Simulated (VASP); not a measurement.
Here is a VASP 6.6.1 calculation.

Contents of INCAR:

```
SYSTEM = Y4Os
ALGO = Normal
EDIFF = 1E-6
EDIFFG = -0.01
ENCUT = 600
GGA = PE
IBRION = 2
ISIF = 3
ISMEAR = 0
LASPH = .True.
LCHARG = .False.
LREAL = .False.
LWAVE = .False.
NELM = 100
NSW = 100
PREC = Accurate
SIGMA = 0.1
```

File KPOINTS:

```
k-points
0
Gamma
  8 8 8
  0 0 0
```

Contents of POSCAR:

```
Y4Os
1.0
   -3.3677945574      3.3677945574      3.3677945574
    3.3677945574     -3.3677945574      3.3677945574
    3.3677945574      3.3677945574     -3.3677945574
Y Os
4 1
Direct
    0.0000000000      0.0000000000      0.5000000000
    0.0000000000      0.5000000000      0.0000000000
    0.5000000000      0.0000000000      0.0000000000
    0.5000000000      0.5000000000      0.5000000000
    0.0000000000      0.0000000000      0.0000000000
```

Potentials or basis: VASP PAW PBE potentials, release 64 (Y_sv, Os).

Command:

```bash
$ cat potpaw_PBE.64/Y_sv/POTCAR potpaw_PBE.64/Os/POTCAR > POTCAR
$ mpirun -np 1 vasp_std > vasp.out
```

Question: What does it give for the band gap on the k mesh?

Answer: Zero (band 26 reaches 4.24 eV, above the bottom of band 27 at 2.66 eV).

Question: What does it give for the relaxed cell?

Answer: a = 5.828 Å, b = 5.828 Å, c = 5.828 Å, α = 109.47°, β = 109.47°, γ = 109.47°.

Final structure:
```
CELL_PARAMETERS angstrom
-3.36496 3.36496 3.36496
3.36496 -3.36496 3.36496
3.36496 3.36496 -3.36496
ATOMIC_POSITIONS crystal
Y 0.00000 0.00000 0.50000
Y 0.00000 0.50000 0.00000
Y 0.50000 0.00000 0.00000
Y 0.50000 0.50000 0.50000
Os 0.00000 0.00000 0.00000
```

Caveat: spin-orbit coupling is left out, which moves the levels of the heavy elements.
